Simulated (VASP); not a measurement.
# MoS2 (R3m) in VASP: further runs, part 2 of 2

VASP 6.6.1. The steps go on from the part before.

### Step 4. Single point, PBE+D3(BJ) (strain +0.1000 x Voigt [1, 1, 0, 0, 0, 0])

Contents of INCAR:

```
ALGO = Normal
EDIFF = 1E-6
ENCUT = 520
GGA = PE
ISIF = 2
ISMEAR = 0
IVDW = 12
LASPH = True
LCHARG = False
LREAL = False
LWAVE = False
NBANDS = 20
NELM = 60
PREC = Accurate
SIGMA = 0.05
```

Contents of KPOINTS:

```
k-points
0
Gamma
  12 12 12
```

Contents of POSCAR:

```
MoS2
1.0
    1.7341218170      1.0011956978      5.9965349799
   -1.7341218170      1.0011956978      5.9965349799
    0.0000000000     -2.0023913957      5.9965349799
Mo S
1 2
Direct
    0.0000172715      0.0000172715      0.0000172715
    0.7535591261      0.7535591261      0.7535591261
    0.5797236023      0.5797236023      0.5797236023
```

Potentials or basis: VASP PAW PBE potentials, release 64 (Mo_sv, S).

Launch:

```bash
> cat potpaw_PBE.64/Mo_sv/POTCAR potpaw_PBE.64/S/POTCAR > POTCAR
> mpirun -np 1 vasp_std > vasp.out
```

OUTCAR:

```text
EDIFF = 1E-6
   ENCUT = 520
   GGA = PE
   ISIF = 2
   ISMEAR = 0
   IVDW = 12
   LASPH = True
   LREAL = False
   NELM = 60
   PREC = Accurate
 IVDW          = 12

 ion  position               nearest neighbor table
   1  0.000  0.000  0.000-   2 2.54   2 2.54   2 2.54   3 2.54   3 2.54   3 2.54
   2  0.754  0.754  0.754-   1 2.54   1 2.54   1 2.54
   3  0.580  0.580  0.580-   1 2.54   1 2.54   1 2.54

  LATTYP: Found a trigonal (rhomboedric) cell.
 ALAT       =     6.3220252346
 COS(alpha) =     0.8495207043

  Lattice vectors:

 A1 = (   1.7341218170,   1.0011956978,   5.9965349799)
 A2 = (  -1.7341218170,   1.0011956978,   5.9965349799)
 A3 = (   0.0000000000,  -2.0023913957,   5.9965349799)

Analysis of symmetry for initial positions (statically):
=====================================================================
 Subroutine PRICEL returns:
 Original cell was already a primitive cell.

 Routine SETGRP: Setting up the symmetry group for a
 trigonal (rhombohedral) supercell.

 Subroutine GETGRP returns: Found  6 space group operations
 (whereof  6 operations were pure point group operations)
 out of a pool of 12 trial point group operations.

The static configuration has the point symmetry C_3v.

Analysis of symmetry for dynamics (positions and initial velocities):
=====================================================================
 Subroutine PRICEL returns:
 Original cell was already a primitive cell.

 Routine SETGRP: Setting up the symmetry group for a
 trigonal (rhombohedral) supercell.

 Subroutine GETGRP returns: Found  6 space group operations
 (whereof  6 operations were pure point group operations)
 out of a pool of 12 trial point group operations.

The dynamic configuration has the point symmetry C_3v.

 Subroutine INISYM returns: Found  6 space group operations
 (whereof  6 operations are pure point group operations),
 and found     1 'primitive' translations

[... 112 lines left out ...]
   EFERMI_NEDOS =   21; number of points for ismear=-14 and -15
   IALGO  =     38    algorithm
   IMIX   =      4    mixing-type and parameters
     AMIX     =   0.40;   BMIX     =  1.00
     AMIX_MAG =   1.60;   BMIX_MAG =  1.00
  volume/ion in A,a.u.               =      20.82       140.52
  Fermi-wavevector in a.u.,A,eV,Ry     =   1.222313  2.309837 20.327783  1.494050
  Thomas-Fermi vector in A             =   2.357465
   LORBIT       =      0    0 simple, 1 ext, 2 COOP (PROOUT), +10 PAW based schemes
   GGA     = PE    functional components
   LHFCALC =     F    Hartree Fock is set to
   AEXX    =    0.0000 exact exchange contribution
   IVDW    =    12    specifies the selected vdW correction
   LEPSILON=     F    determine dielectric tensor
   LRPA    =     F    only Hartree local field effects (RPA)
 non-spin polarized calculation
 Gauss-broadening in eV      SIGMA  =   0.05
  energy-cutoff  :      520.00
  volume of cell :       62.47
 maximum number of plane-waves:      1709
   NGX = 23   NGY = 23   NGZ = 23

 number of electron      26.0000002 magnetization

 Free energy of the ion-electron system (eV)
  ---------------------------------------------------
  ext. energy  EPLUGINS =         0.00000000
  ---------------------------------------------------
  free energy    TOTEN  =       -21.11224851 eV

  energy without entropy =      -21.11217166  energy(sigma->0) =      -21.11221009

 E-fermi :   5.9731     XC(G=0): -10.1355

 val. band max:        5.9401701847   @ k =   0.5000   0.5000   0.5000
 cond. band min:       6.0463682152   @ k =  -0.3333   0.3333   0.0000
 fundamental gap:      0.1061980305
 Fermi energy:         5.9730832470

 k-point     1 :       0.0000    0.0000    0.0000
  band No.  band energies     occupation
      1     -56.0352      2.00000
      2     -30.0276      2.00000
      3     -30.0276      2.00000
      4     -30.0174      2.00000
      5      -8.2825      2.00000
      6      -6.7385      2.00000
[... 541 lines left out ...]
     19      13.4236      0.00000
     20      13.6183      0.00000

 [... further k-points ...]

------------------------ aborting loop because EDIFF is reached ----------------------------------------

 Edisp (eV)   -1.08504

 E8    (eV) :    -0.4380

  FORCE on cell =-STRESS in cart. coord.  units (eV):
  Direction    XX          YY          ZZ          XY          YZ          ZX
  --------------------------------------------------------------------------------------
  -------------------------------------------------------------------------------------
  Total      -8.63980    -8.63980    -4.54687    -0.00000     0.00000     0.00000
  in kB    -221.59699  -221.59699  -116.61988    -0.00000     0.00000     0.00000
  external pressure =     -186.60 kB  Pullay stress =        0.00 kB

 VOLUME and BASIS-vectors are now :
 -----------------------------------------------------------------------------
  energy-cutoff  :      520.00
  volume of cell :       62.47
      direct lattice vectors                 reciprocal lattice vectors
     1.734121817  1.001195698  5.996534980     0.288330379  0.166467622  0.055587658
    -1.734121817  1.001195698  5.996534980    -0.288330379  0.166467622  0.055587658
     0.000000000 -2.002391396  5.996534980     0.000000000 -0.332935243  0.055587658

 POSITION                                       TOTAL-FORCE (eV/Angst)
 -----------------------------------------------------------------------------------
      0.00000     -0.00000      0.00031         0.000000      0.000000     -0.000619
      0.00000     -0.00000     13.55623         0.000000      0.000000     -1.349351
      0.00000     -0.00000     10.42900         0.000000     -0.000000      1.349970
 -----------------------------------------------------------------------------------
    total drift:                                0.000000      0.000000      0.000029

  FREE ENERGIE OF THE ION-ELECTRON SYSTEM (eV)
  ---------------------------------------------------
  free  energy   TOTEN  =       -22.1972842917 eV

  energy  without entropy=      -22.1972074395  energy(sigma->0) =      -22.19724587
```

It took 7 min on 1 thread of Intel Xeon Platinum 8175M at 2.50GHz (Skylake/Cascade Lake), shared host; peak memory 0.48 GiB.

Results:

* Free energy: -22.1973 eV
* Pressure: -18.7 GPa
* Largest force: 1.350 eV/Å
* Band gap on the k mesh: 0.11 eV, indirect (least direct gap 1.05 eV)
* Dispersion energy per atom: -0.362 eV

Forces on the atoms (eV/Å):
```
Mo   0.000  0.000 -0.001
S    0.000  0.000 -1.349
S    0.000  0.000  1.350
```

Stress tensor (GPa, compression positive):
```
-22.16   0.00   0.00
  0.00 -22.16   0.00
  0.00   0.00 -11.66
```

Caveat: the cell differs from its parent crystal (strain +0.1000 x Voigt [1, 1, 0, 0, 0, 0]); forces of over 1 eV/Å act on the atoms, so gaps and moduli don't describe the material at rest.

### Step 5. Single point, PBE+D3(BJ) (strain -0.1000 x Voigt [1, 1, 0, 0, 0, 0])

Contents of INCAR:

```
SYSTEM = MoS2
PREC = Accurate
ENCUT = 520
EDIFF = 1E-6
ISMEAR = 0
SIGMA = 0.05
LREAL = .FALSE.
LASPH = .TRUE.
NELM = 60
ALGO = Normal
ISIF = 2
LWAVE = .FALSE.
LCHARG = .FALSE.
GGA = PE
IVDW = 12
NBANDS = 20
```

Contents of KPOINTS:

```
Automatic mesh
0
G
  12 12 12
  0 0 0
```

Contents of POSCAR:

```
MoS2
1.0
    1.4188269412      0.8191601164      5.9965349799
   -1.4188269412      0.8191601164      5.9965349799
    0.0000000000     -1.6383202329      5.9965349799
Mo S
1 2
Direct
    0.0000172715      0.0000172715      0.0000172715
    0.7535591261      0.7535591261      0.7535591261
    0.5797236023      0.5797236023      0.5797236023
```

Launch:

```bash
> cat potpaw_PBE.64/Mo_sv/POTCAR potpaw_PBE.64/S/POTCAR > POTCAR
> mpirun -np 1 vasp_std > vasp.out
```

Wall time 5 min (1 thread of Intel Xeon 6975P-C (Granite Rapids), shared host); peak memory 0.4 GiB.

Results (log left out):

- Free energy: -21.6245 eV
- Pressure: 50.0 GPa
- Largest force: 2.853 eV/Å
- Band gap on the k mesh: 1.20 eV, indirect (least direct gap 1.97 eV)
- Dispersion energy per atom: -0.547 eV

Forces on the atoms (eV/Å):
```
Mo   0.000  0.000 -0.006
S    0.000  0.000  2.853
S    0.000  0.000 -2.847
```

Stress tensor (GPa, compression positive):
```
57.16  0.00  0.00
 0.00 57.16  0.00
 0.00  0.00 35.70
```

Levels at points of the mesh, in eV from the valence-band top:
```
           k point  band 11  band 12  band 13  band 14  band 15  band 16
(0.00, 0.00, 0.00)    -1.26    -1.08    -1.08     3.73     3.73     4.15
(0.50, 0.00, 0.00)    -2.50    -1.16    -0.20     3.15     3.75     4.65
(0.50, 0.50, 0.00)    -3.32    -0.70    -0.48     3.50     3.71     4.15
(0.50, 0.50, 0.50)    -1.06    -1.06     0.00     3.85     3.85     3.98
```

Caveat: the cell differs from its parent crystal (strain -0.1000 x Voigt [1, 1, 0, 0, 0, 0]); forces of over 1 eV/Å act on the atoms, so gaps and moduli don't describe the material at rest. A k mesh can miss the band edges.

### Step 6. Summary

| cell | gap on the mesh (eV) | pressure (GPa) | largest force (eV/Å) |
| --- | --- | --- | --- |
| a = 6.308 Å, angles 31.2°, 3 atoms | 0.25 | -15.8 | 1.12 |
| a = 6.315 Å, angles 31.5°, 3 atoms | 0.18 | -17.3 | 1.24 |
| a = 6.322 Å, angles 31.8°, 3 atoms | 0.11 | -18.7 | 1.35 |
| a = 6.216 Å, angles 26.4°, 3 atoms | 1.20 | 50.0 | 2.85 |

Alike in all rows: task single point; level PBE+D3(BJ); potentials or basis VASP PAW PBE potentials, release 64 (Mo_sv, S); no spin polarisation; k mesh 12 × 12 × 12; cutoff (eV) 520; smearing gaussian 0.05 eV.

Caveats: forces of over 1 eV/Å act on the atoms, so gaps and moduli don't describe the material at rest.

Total energies depend on the potentials used, so only differences within one code and one set of settings carry meaning.
